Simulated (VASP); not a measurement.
Here is a VASP 6.6.1 calculation.

Contents of POSCAR:

```
Ni
1.0
    0.0000000000      1.7330608651      1.7330608651
    1.7330608651      0.0000000000      1.7330608651
    1.7330608651      1.7330608651      0.0000000000
Ni
1
Direct
    0.0000000000      0.0000000000      0.0000000000
```

INCAR.step1

```
SYSTEM = Ni
PREC = Accurate
ENCUT = 520
ISMEAR = -1
SIGMA = 0.1
LREAL = .False.
LASPH = .True.
NELM = 60
NBANDS = 11
GGA = PE
ALGO = Normal
EDIFF = 1E-4
LWAVE = .True.
LCHARG = .False.
```

The input INCAR.step2:

```
SYSTEM = Ni
PREC = Accurate
ENCUT = 520
EDIFF = 1E-6
ISMEAR = -1
SIGMA = 0.1
LREAL = .False.
LASPH = .True.
NELM = 60
ALGO = Normal
ISIF = 2
LWAVE = .False.
LCHARG = .False.
METAGGA = R2SCAN
LMIXTAU = .True.
NBANDS = 11
ISTART = 1
```

Contents of KPOINTS:

```
regular mesh
0
Gamma
  2 2 2
  0 0 0
```

Potentials or basis: VASP PAW PBE potentials, release 64 (Ni).

Command:

```console
$ cat potpaw_PBE.64/Ni/POTCAR > POTCAR
$ cp INCAR.step1 INCAR
$ mpirun -np 1 vasp_std > vasp.out
$ cp INCAR.step2 INCAR
$ mpirun -np 1 vasp_std > vasp.out
```

Q: Predict the band gap on the k mesh.

A: Zero (band 5 reaches 9.66 eV, above the bottom of band 6 at 8.51 eV).

Q: Estimate the pressure.

A: 38.8 GPa.

Caveat: the k points lie up to 1.57 Å⁻¹ apart; the PAW data sets were made with another functional, which shifts forces and pressure a little; the run has no spin polarisation, though such a crystal can be magnetic. Spin polarisation is off, so any magnetic state and its effect on volume and gap are missing.
